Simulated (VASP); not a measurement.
# Ge4Pd (P-3m1) in VASP: further runs

The runs below take Ge4Pd through single point, with PBE.

All numbers are computed with VASP 6.6.1; they aren't measurements. Logs are shortened: lines on timing, memory, paths and dates and some standing lists are left out, and cuts for length are marked.

## (1) The cell of the first run

The structure is trigonal, space group P-3m1 (No. 164). The conventional cell has a = 3.304 Å, b = 3.304 Å, c = 9.730 Å, α = 90.00°, β = 90.00°, γ = 120.00°. Within 3.4 Å of Ge (site symmetry 3m) lie 3 Pd at 2.61 Å and 9 Ge at 2.83 to 3.30 Å. Ge (site symmetry 3m) has 12 Ge at 2.76 to 3.30 Å within 3.6 Å. Pd (site symmetry -3m) has 6 Ge at 2.61 Å and 6 Pd at 3.30 Å within 3.4 Å.

The cell was built from a structure type or drawn by symmetry, and may not be a known phase.

## (2) Single point, PBE

Contents of INCAR:

```
PREC = Accurate ; ENCUT = 520
EDIFF = 1E-7 ; ISMEAR = 0
SIGMA = 0.1 ; LREAL = False
LASPH = True ; NELM = 80
ALGO = Normal ; ISIF = 2
LWAVE = False ; LCHARG = True
GGA = PE ; LELF = True
LVHAR = True ; NBANDS = 41
```

Contents of KPOINTS:

```
Automatic mesh
0
Gamma
  12 12 4
```

Contents of POSCAR:

```
Ge4Pd
1.0
    3.3043977653      0.0000000000      0.0000000000
   -1.6521988827      2.8616924090      0.0000000000
    0.0000000000      0.0000000000      9.7299454397
Ge Pd
4 1
Direct
    0.3333333333      0.6666666667      0.8169907852
    0.3333333333      0.6666666667      0.3977791601
    0.6666666667      0.3333333333      0.1830092148
    0.6666666667      0.3333333333      0.6022208399
    0.0000000000      0.0000000000      0.0000000000
```

Potentials or basis: VASP PAW PBE potentials, release 64 (Ge_d, Pd).

Run with:

```console
$ cat potpaw_PBE.64/Ge_d/POTCAR potpaw_PBE.64/Pd/POTCAR > POTCAR
$ mpirun -np 1 vasp_std > vasp.out
```

OUTCAR:

```text
PREC = Accurate
   ENCUT = 520
   EDIFF = 1E-7
   ISMEAR = 0
   LREAL = False
   LASPH = True
   NELM = 80
   ISIF = 2
   GGA = PE

 ion  position               nearest neighbor table
   1  0.333  0.667  0.817-   5 2.61   5 2.61   5 2.61   4 2.83   4 2.83   4 2.83
   2  0.333  0.667  0.398-   4 2.76   4 2.76   4 2.76   3 2.83   3 2.83   3 2.83
   3  0.667  0.333  0.183-   5 2.61   5 2.61   5 2.61   2 2.83   2 2.83   2 2.83
   4  0.667  0.333  0.602-   2 2.76   2 2.76   2 2.76   1 2.83   1 2.83   1 2.83
   5  0.000  0.000  0.000-   1 2.61   3 2.61   3 2.61   1 2.61   3 2.61   1 2.61

  LATTYP: Found a hexagonal cell.
 ALAT       =     3.3043977653
 C/A-ratio  =     2.9445442501

  Lattice vectors:

 A1 = (   3.3043977653,   0.0000000000,   0.0000000000)
 A2 = (  -1.6521988827,   2.8616924090,   0.0000000000)
 A3 = (   0.0000000000,   0.0000000000,   9.7299454397)

Analysis of symmetry for initial positions (statically):
=====================================================================
 Subroutine PRICEL returns:
 Original cell was already a primitive cell.

 Routine SETGRP: Setting up the symmetry group for a
 hexagonal supercell.

 Subroutine GETGRP returns: Found 12 space group operations
 (whereof 12 operations were pure point group operations)
 out of a pool of 24 trial point group operations.

The static configuration has the point symmetry D_3d.

Analysis of symmetry for dynamics (positions and initial velocities):
=====================================================================
 Subroutine PRICEL returns:
 Original cell was already a primitive cell.

 Routine SETGRP: Setting up the symmetry group for a
 hexagonal supercell.

 Subroutine GETGRP returns: Found 12 space group operations
 (whereof 12 operations were pure point group operations)
 out of a pool of 24 trial point group operations.

The dynamic configuration has the point symmetry D_3d.

 Subroutine INISYM returns: Found 12 space group operations
 (whereof 12 operations are pure point group operations),
 and found     1 'primitive' translations

----------------------------------------------------------------------------------------

                                     Primitive cell

  volume of cell :      92.0080

  direct lattice vectors                    reciprocal lattice vectors
     3.304397765  0.000000000  0.000000000     0.302627005  0.174721783  0.000000000
    -1.652198883  2.861692409  0.000000000     0.000000000  0.349443566  0.000000000
     0.000000000  0.000000000  9.729945440     0.000000000  0.000000000  0.102775499

  length of vectors
     3.304397765  3.304397765  9.729945440     0.349443566  0.349443566  0.102775499

  position of ions in fractional coordinates (direct lattice)
     0.333333333  0.666666667  0.816990785
     0.333333333  0.666666667  0.397779160
     0.666666667  0.333333333  0.183009215
     0.666666667  0.333333333  0.602220840
     0.000000000  0.000000000  0.000000000

  ion indices of the primitive-cell ions
   primitive index   ion index
                 1           1
                 2           2
                 3           3
                 4           4
                 5           5

----------------------------------------------------------------------------------------

 KPOINTS: Automatic mesh

Automatic generation of k-mesh.
 Grid dimensions read from file:
 generate k-points for:   12   12    4

 Generating k-lattice:

  Cartesian coordinates                     Fractional coordinates (reciprocal lattice)
     0.025218917  0.014560149  0.000000000     0.083333333  0.000000000  0.000000000
     0.000000000  0.029120297  0.000000000     0.000000000  0.083333333  0.000000000
     0.000000000  0.000000000  0.025693875     0.000000000  0.000000000  0.250000000

  Length of vectors
     0.029120297  0.029120297  0.025693875

  Shift w.r.t. Gamma in fractional coordinates (k-lattice)
     0.000000000  0.000000000  0.000000000

 Subroutine IBZKPT returns following result:
 ===========================================

 Found     69 irreducible k-points:

 Following reciprocal coordinates:
            Coordinates               Weight
  0.000000  0.000000  0.000000      1.000000
  0.083333 -0.000000  0.000000      6.000000
  0.166667 -0.000000  0.000000      6.000000
  0.250000 -0.000000  0.000000      6.000000
  0.333333 -0.000000  0.000000      6.000000
  0.416667 -0.000000  0.000000      6.000000
[... 16 lines left out ...]
  0.166667 -0.000000  0.250000      6.000000
  0.000000  0.166667  0.250000      6.000000
 [... further k-points ...]
   k-points           NKPTS =     69   k-points in BZ     NKDIM =     69   number of bands    NBANDS=     41
   number of dos      NEDOS =    301   number of ions     NIONS =      5
   total plane-waves  NPLWV =  56448
   dimension x,y,z NGX =    28 NGY =   28 NGZ =   72
   dimension x,y,z NGXF=    56 NGYF=   56 NGZF=  144
   ions per type =               4   1
   NGX,Y,Z   is equivalent  to a cutoff of  14.09, 14.09, 12.30 a.u.
   NGXF,Y,Z  is equivalent  to a cutoff of  28.17, 28.17, 24.60 a.u.
 SYSTEM =  unknown system
   PREC   = accura    normal or accurate (medium, high low for compatibility)
   ISTART =      0    job   : 0-new  1-cont  2-samecut
   ICHARG =      2    charge: 1-file 2-atom 10-const
   ISPIN  =      1    spin polarized calculation?
   LNONCOLLINEAR =      F non collinear calculations
   LSORBIT =      F    spin-orbit coupling
   LASPH  =      T    aspherical Exc in radial PAW
   ENCUT  =  520.0 eV  38.22 Ry    6.18 a.u.   6.14  6.14 18.09*2*pi/ulx,y,z
   NELM   =     80;   NELMIN=  2; NELMDL= -5     # of ELM steps
   EDIFF  = 0.1E-06   stopping-criterion for ELM
   LREAL  =      F    real-space projection
   EDIFFG = 0.1E-05   stopping-criterion for IOM
   NSW    =      0    number of steps for IOM
   IBRION =     -1    ionic relax: 0-MD 1-quasi-New 2-CG
   NFREE  =      0    steps in history (QN), initial steepest desc. (CG)
   ISIF   =      2    stress and relaxation
   ISYM   =      2    0-nonsym 1-usesym 2-fastsym
   POTIM  = 0.5000    time-step for ionic-motion
   TEBEG  =    0.0;   TEEND  =   0.0 temperature during run
   PSTRESS=    0.0 pullay stress
   NELECT =      66.0000    total number of electrons
   NUPDOWN=      -1.0000    fix difference up-down
   EMIN   =  10.00;   EMAX   =-10.00  energy-range for DOS
   EFERMI =   0.00;   METHOD = LEGACY
   ISMEAR =     0;   SIGMA  =   0.10  broadening in eV -4-tet -1-fermi 0-gaus
   EFERMI_NEDOS =   21; number of points for ismear=-14 and -15
   IALGO  =     38    algorithm
   IMIX   =      4    mixing-type and parameters
     AMIX     =   0.40;   BMIX     =  1.00
     AMIX_MAG =   1.60;   BMIX_MAG =  1.00
  volume/ion in A,a.u.               =      18.40       124.18
  Fermi-wavevector in a.u.,A,eV,Ry     =   1.465483  2.769362 29.220440  2.147642
  Thomas-Fermi vector in A             =   2.581335
   LORBIT       =      0    0 simple, 1 ext, 2 COOP (PROOUT), +10 PAW based schemes
   GGA     = PE    functional components
   LHFCALC =     F    Hartree Fock is set to
   AEXX    =    0.0000 exact exchange contribution
   IVDW    =     0    specifies the selected vdW correction
   LEPSILON=     F    determine dielectric tensor
   LRPA    =     F    only Hartree local field effects (RPA)
 non-spin polarized calculation
 Gauss-broadening in eV      SIGMA  =   0.10
  energy-cutoff  :      520.00
  volume of cell :       92.01
 maximum number of plane-waves:      2512
 NGX is ok and might be reduce to    28
   NGX = 13   NGY = 13   NGZ = 37

 number of electron      66.0000009 magnetization

 Free energy of the ion-electron system (eV)
  ---------------------------------------------------
  ext. energy  EPLUGINS =         0.00000000
  ---------------------------------------------------
  free energy    TOTEN  =       -22.88425045 eV

  energy without entropy =      -22.87333668  energy(sigma->0) =      -22.87879356

 E-fermi :   7.1258     XC(G=0): -11.4562

 val. band max:        7.0988056143   @ k =   0.2500   0.2500   0.5000
 cond. band min:       7.1371138630   @ k =   0.4167  -0.0000   0.5000
 fundamental gap:      0.0383082487
 Fermi energy:         7.1257868375

 k-point     1 :       0.0000    0.0000    0.0000
  band No.  band energies     occupation
      1     -17.6751      2.00000
      2     -17.6751      2.00000
      3     -17.6669      2.00000
      4     -17.6669      2.00000
      5     -17.6434      2.00000
      6     -17.6434      2.00000
[... 33 lines left out ...]
     40      13.2100      0.00000
     41      14.6023      0.00000

 k-point     2 :       0.0833   -0.0000    0.0000
  band No.  band energies     occupation
      1     -17.6745      2.00000
      2     -17.6738      2.00000
      3     -17.6670      2.00000
      4     -17.6646      2.00000
      5     -17.6489      2.00000
      6     -17.6430      2.00000
[... 33 lines left out ...]
     40      13.5444      0.00000
     41      15.3250      0.00000

 k-point     3 :       0.1667   -0.0000    0.0000
  band No.  band energies     occupation
      1     -17.6728      2.00000
      2     -17.6709      2.00000
      3     -17.6675      2.00000
      4     -17.6587      2.00000
      5     -17.6560      2.00000
      6     -17.6411      2.00000
[... 33 lines left out ...]
     40      14.0186      0.00000
     41      14.3894      0.00000

 k-point     4 :       0.2500   -0.0000    0.0000
  band No.  band energies     occupation
      1     -17.6713      2.00000
      2     -17.6698      2.00000
      3     -17.6686      2.00000
      4     -17.6588      2.00000
      5     -17.6510      2.00000
      6     -17.6401      2.00000
[... 825 lines left out ...]
     40      13.7448      0.00000
     41      15.0318      0.00000

 k-point    23 :       0.1667   -0.0000    0.2500
  band No.  band energies     occupation
      1     -17.6726      2.00000
      2     -17.6707      2.00000
      3     -17.6677      2.00000
      4     -17.6586      2.00000
      5     -17.6561      2.00000
      6     -17.6411      2.00000
[... 33 lines left out ...]
     40      13.6319      0.00000
     41      14.3086      0.00000

 k-point    24 :       0.0000    0.1667    0.2500
  band No.  band energies     occupation
      1     -17.6726      2.00000
      2     -17.6703      2.00000
      3     -17.6674      2.00000
      4     -17.6599      2.00000
      5     -17.6567      2.00000
      6     -17.6410      2.00000
[... 33 lines left out ...]
     40      14.1031      0.00000
     41      14.1743      0.00000

 [... further k-points ...]
[... 5 lines left out ...]
  --------------------------------------------------------------------------------------
  -------------------------------------------------------------------------------------
  Total        0.0081299      0.0081299      0.0379965     -0.0000000      0.0000000      0.0000000
  in kB        0.1415690      0.1415690      0.6616494     -0.0000000      0.0000000      0.0000000
  external PRESSURE =       0.3149291 kB  Pullay stress =       0.0000000 kB

 VOLUME and BASIS-vectors are now :
 -----------------------------------------------------------------------------
  energy-cutoff  :      520.00
  volume of cell :       92.01
      direct lattice vectors                 reciprocal lattice vectors
     3.304397765  0.000000000  0.000000000     0.302627005  0.174721783  0.000000000
    -1.652198883  2.861692409  0.000000000     0.000000000  0.349443566  0.000000000
     0.000000000  0.000000000  9.729945440     0.000000000  0.000000000  0.102775499

 POSITION                                       TOTAL-FORCE (eV/Angst)
 -----------------------------------------------------------------------------------
     -0.00000      1.90779      7.94928         0.000000      0.000000     -0.004788
     -0.00000      1.90779      3.87037        -0.000000      0.000000      0.002337
      1.65220      0.95390      1.78067         0.000000      0.000000      0.004788
      1.65220      0.95390      5.85958        -0.000000     -0.000000     -0.002337
      0.00000      0.00000      0.00000         0.000000      0.000000      0.000000
 -----------------------------------------------------------------------------------
    total drift:                                0.000000     -0.000000      0.000000

  FREE ENERGIE OF THE ION-ELECTRON SYSTEM (eV)
  ---------------------------------------------------
  free  energy   TOTEN  =       -22.8842504455 eV

  energy  without entropy=      -22.8733366819  energy(sigma->0) =      -22.87879356
```

It took 5.2 min on 1 thread of Intel Xeon 8259CL, shared host; peak memory 0.37 GiB.

Results:

```
Free energy            : -22.8843 eV
Pressure               : 0.0 GPa
Largest force          : 0.005 eV/Å
Band gap on the k mesh : zero (bands 33 and 34 overlap by 4.77 eV)
```

Forces in eV/Å, atoms in the order of the input:
```
Ge   0.000  0.000 -0.005
Ge   0.000  0.000  0.002
Ge   0.000  0.000  0.005
Ge   0.000  0.000 -0.002
Pd   0.000  0.000  0.000
```

## (3) Single point, PBE, collinear spin

This run uses another cell than the first one, of 18.28 Å³/atom.

Contents of INCAR:

```
PREC = Accurate ; ENCUT = 520
EDIFF = 1E-6 ; ISMEAR = 0
SIGMA = 0.1 ; LREAL = False
LASPH = True ; NELM = 150
ALGO = Normal ; ISIF = 2
LWAVE = False ; LCHARG = False
ISPIN = 2 ; MAGMOM = 0 0 0 0 1
LORBIT = 11 ; LMAXMIX = 4
GGA = PE ; NBANDS = 45
```

Contents of KPOINTS:

```
regular mesh
0
Gamma
  6 6 2
```

Contents of POSCAR:

```
Ge4Pd
1.0
    3.2806799241      0.0000000000      0.0000000000
   -1.6403399621      2.8411521560      0.0000000000
    0.0000000000      0.0000000000      9.8053394501
Ge Pd
4 1
Direct
    0.3333333333      0.6666666667      0.8153523464
    0.3333333333      0.6666666667      0.3943750561
    0.6666666667      0.3333333333      0.1846476536
    0.6666666667      0.3333333333      0.6056249439
    0.0000000000      0.0000000000      0.0000000000
```

Potentials or basis: VASP PAW PBE potentials, release 64 (Ge_d, Pd).

Run with:

```console
$ cat potpaw_PBE.64/Ge_d/POTCAR potpaw_PBE.64/Pd/POTCAR > POTCAR
$ mpirun -np 1 vasp_std > vasp.out
```

Wall time 2 min (1 thread of Intel Xeon 8259CL, shared host); peak memory 0.28 GiB.

The run converged. Its results:

- Free energy: -22.9597 eV
- Pressure: 0.1 GPa
- Largest force: 0.032 eV/Å
- Band gap on the k mesh: zero (filled and empty bands overlap)
- Net moment: 0.00 μB per cell
- Valence electrons inside the program's atomic spheres: Ge 12.23, 12.20 (each value once); Pd 9.50

Forces in eV/Å, atoms in the order of the input:
```
Ge   0.000  0.000  0.001
Ge   0.000  0.000  0.032
Ge   0.000  0.000 -0.001
Ge   0.000  0.000 -0.032
Pd   0.000  0.000  0.000
```

Stress tensor (GPa, compression positive):
```
-0.04  0.00  0.00
 0.00 -0.04  0.00
 0.00  0.00  0.43
```

Levels at points of the mesh, in eV from the Fermi level:
Spin up:
| k point | band 31 | band 32 | band 33 | band 34 | band 35 | band 36 |
| --- | --- | --- | --- | --- | --- | --- |
| (0.00, 0.00, 0.00) | 1.17 | 3.32 | 3.75 | 3.75 | 4.44 | 4.44 |
| (0.50, 0.00, 0.00) | -1.53 | -1.49 | -0.60 | -0.27 | 0.47 | 1.77 |
| (0.00, 0.00, 0.50) | -0.69 | 3.62 | 3.62 | 4.88 | 4.88 | 5.44 |
| (0.50, 0.00, 0.50) | -2.54 | -2.03 | -0.47 | 0.78 | 1.40 | 1.49 |
Spin down:
| k point | band 29 | band 30 | band 31 | band 32 | band 33 | band 34 | band 35 | band 36 | band 37 | band 38 |
| --- | --- | --- | --- | --- | --- | --- | --- | --- | --- | --- |
| (0.00, 0.00, 0.00) | -2.91 | -2.91 | 1.17 | 3.32 | 3.75 | 3.75 | 4.44 | 4.44 | 6.03 | 6.03 |
| (0.50, 0.00, 0.00) | -3.54 | -2.03 | -1.53 | -1.49 | -0.60 | -0.27 | 0.47 | 1.77 | 2.37 | 3.04 |
| (0.00, 0.00, 0.50) | -2.91 | -2.88 | -0.69 | 3.62 | 3.62 | 4.88 | 4.88 | 5.44 | 5.44 | 5.55 |
| (0.50, 0.00, 0.50) | -3.35 | -3.08 | -2.54 | -2.03 | -0.47 | 0.78 | 1.40 | 1.49 | 2.59 | 3.30 |

Caveat: the k points lie up to 0.37 Å⁻¹ apart, too coarse for converged energies and pressures of a metal.
